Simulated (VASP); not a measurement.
Runs of VASP 6.6.1 on Ga2O3. The structure is that of space group R-3c (No. 167), or close to it. The cells are those of the table. 

```tsv
cell	gap on the mesh (eV)	pressure (GPa)	largest force (eV/Å)
a = 5.249 Å, angles 53.6°, 10 atoms	4.68	34.7	0.58
a = 5.287 Å, angles 54.7°, 10 atoms	4.12	16.3	0.26
a = 5.059 Å, angles 55.8°, 10 atoms	5.39	54.5	0.03
a = 5.441 Å, angles 51.6°, 10 atoms	3.87	(b)	0.80
a = 5.515 Å, angles 53.7°, 10 atoms	2.96	-7.9	0.27
a = 5.154 Å, angles 54.7°, 10 atoms	5.05	43.9	0.35
a = 5.138 Å, angles 58.0°, 10 atoms	(a)	14.8	0.43
a = 5.220 Å, angles 60.2°, 10 atoms	2.62	-9.7	0.58
a = 5.364 Å, angles 56.9°, 10 atoms	2.96	-9.4	0.10
```

Alike in all rows: task single point; level r2SCAN; potentials or basis VASP PAW PBE potentials, release 64 (Ga_d, O); no spin polarisation; k mesh 6 × 6 × 6; cutoff (eV) 520; smearing gaussian 0.05 eV.

Fill in the values left out.

(a) 3.97; (b) 19.4.

Caveats: the PAW data sets were made with another functional, which shifts forces and pressure a little; the stress differs along the axes, from 20 to 42 GPa (at least some runs); the stress differs along the axes, from 9 to 20 GPa (at least some runs); the stress differs along the axes, from 50 to 57 GPa (at least some runs); the stress differs along the axes, from -4 to 31 GPa (at least some runs); the stress differs along the axes, from -17 to -4 GPa (at least some runs); the stress differs along the axes, from 34 to 49 GPa (at least some runs).

A k mesh can miss the band edges, and the runs leave out spin-orbit coupling on Ga.
